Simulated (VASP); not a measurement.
Write the native input for VASP 6.6.1 that does the following.

| Property | Result |
| --- | --- |
| Task | single point |
| Functional | LDA |
| Potentials or basis | VASP PAW LDA potentials, release 64 (Ti_sv, B) |
| Cutoff | 520 eV |
| k mesh | 13 × 13 × 13 |
| Occupations | fermi-dirac, width 0.05 eV |
| Spin | no spin polarisation |
| Dipole correction | no |
| Further INCAR settings | ALGO = Normal; EDIFF = 1e-06; NBANDS = 14 |

The structure of TiB lies in POSCAR:

```
TiB
1.0
    0.0000000000      2.1010000000      2.0799900000
    2.1010000000      0.0000000000      2.0799900000
    2.1010000000      2.1010000000      0.0000000000
Ti B
1 1
Direct
    0.7500000000      0.7500000000      0.7500000000
    0.0000000000      0.0000000000      0.0000000000
```

This cell differs from its parent crystal: zz strain of -1 %.

One way to write it, as run:

INCAR

```
PREC = Accurate
ENCUT = 520
EDIFF = 1E-6
ISMEAR = -1
SIGMA = 0.05
LREAL = F
LASPH = T
NELM = 80
ALGO = Normal
ISIF = 2
LWAVE = F
LCHARG = F
GGA = CA
NBANDS = 14
```

KPOINTS

```
Automatic mesh
0
Gamma
  13 13 13
```

Potentials or basis: VASP PAW LDA potentials, release 64 (Ti_sv, B).

The run is started by

```bash
$ cat potpaw_LDA.64/Ti_sv/POTCAR potpaw_LDA.64/B/POTCAR > POTCAR
$ mpirun -np 1 vasp_std > vasp.out
```

Results of the run:

| Quantity | Value |
| --- | --- |
| Pressure | 109.7 GPa |

Caveat: the cell differs from its parent crystal (zz strain of -1 %).

Run time: 38 s on 1 thread of Intel(R) Xeon(R) Platinum 8488C (Sapphire Rapids), on a shared host, peak memory 0.16 GiB.
